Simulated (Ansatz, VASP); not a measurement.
## Two plane-wave programs on BN

Contents of INCAR:

```
PREC = Accurate
ENCUT = 520
EDIFF = 1E-6
ISMEAR = 0
SIGMA = 0.05
LREAL = False
LASPH = True
NELM = 60
ALGO = Normal
ISIF = 2
LWAVE = False
LCHARG = False
GGA = PS
NBANDS = 16
```

The input KPOINTS:

```
Automatic mesh
0
Gamma
  12 12 4
```

The input POSCAR:

```
BN
1.0
    2.4381771121      0.0000000000      0.0000000000
   -1.2190885561      2.1115233180      0.0000000000
    0.0000000000      0.0000000000      6.5272439467
B N
2 2
Direct
    0.3333333333      0.6666666667      0.2500000000
    0.6666666667      0.3333333333      0.7500000000
    0.3333333333      0.6666666667      0.7500000000
    0.6666666667      0.3333333333      0.2500000000
```

Input for Ansatz:

```yaml
crystal:
  lattice:
    - [2.4381771121, 0.0, 0.0]
    - [-1.2190885561, 2.111523318, 0.0]
    - [0.0, 0.0, 6.5272439467]
  atoms:
    - { symbol: B, position: [0.3333333333, 0.6666666667, 0.25] }
    - { symbol: B, position: [0.6666666667, 0.3333333333, 0.75] }
    - { symbol: "N", position: [0.3333333333, 0.6666666667, 0.75] }
    - { symbol: "N", position: [0.6666666667, 0.3333333333, 0.25] }
basis:
  ecutwfc: 520.0
kpoints:
  mp_grid: { grid: [12, 12, 4] }
hamiltonian:
  xc: pbesol
  pseudopotentials: { kind: paw, azcp: { folder: soft_1 } }
scf:
  occupations: { method: gaussian, width: 0.05 }
output:
  forces: true
  stress: true
  eigenvalues: true
```

Alike in both runs: task single point; functional PBEsol; k mesh 12 × 12 × 4; occupations gaussian, width 0.05 eV; no spin polarisation.

```csv
,VASP,Ansatz
version,VASP 6.6.1,Ansatz 0.2.0
potentials or method,"VASP PAW PBE potentials, release 64 (B, N), cutoff 520 eV","scalar-relativistic, plane waves, PAW"
valence electrons in the cell,16,16
```

Ansatz gave:

```
gap on the k mesh at the Fermi level (eV)                     : 4.27
least direct gap on the mesh (eV)                             : 4.75
pressure (GPa)                                                : 22.5
traceless stress, the component that is largest in VASP (GPa) : -20.92
```

Problem. Estimate VASP's values.

Solution. gap on the k mesh at the Fermi level (eV): 4.26; least direct gap on the mesh (eV): 4.74; pressure (GPa): 23.0; traceless stress, the component that is largest in VASP (GPa): -21.61.

VASP's potentials were made for PBE, not for PBEsol, and Ansatz warns of the same on its side.
